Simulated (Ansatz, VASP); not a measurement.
One calculation of PbS, two programs

```
CELL_PARAMETERS angstrom
2.11266 1.21975 3.45192
-2.11266 1.21975 3.45192
0.00000 -2.43949 3.45192
ATOMIC_POSITIONS crystal
Pb 0.98057 0.98057 0.98057
S 0.47504 0.47504 0.47504
```

Alike in both runs: task single point; functional LDA; k mesh 6 × 6 × 6; no spin polarisation.

```csv
,VASP,Ansatz
version,VASP 6.6.1,Ansatz 0.2.0
potentials or method,"VASP PAW LDA potentials, release 64 (Pb_d, S)","plane waves, PAW"
plane-wave cutoff (eV),520,420
occupations,"gaussian, width 0.01 eV",fixed
valence electrons in the cell,20,20
```

VASP gave:

| Quantity | Value |
| --- | --- |
| gap on the k mesh at the Fermi level (eV) | 0.31 |

Question: Which values does Ansatz return?

Answer: gap on the k mesh at the Fermi level (eV): 0.33.

LDA's correlation is that of Perdew and Zunger in VASP and of Perdew and Wang (1992) in Ansatz.

Neither program's run includes spin-orbit coupling.
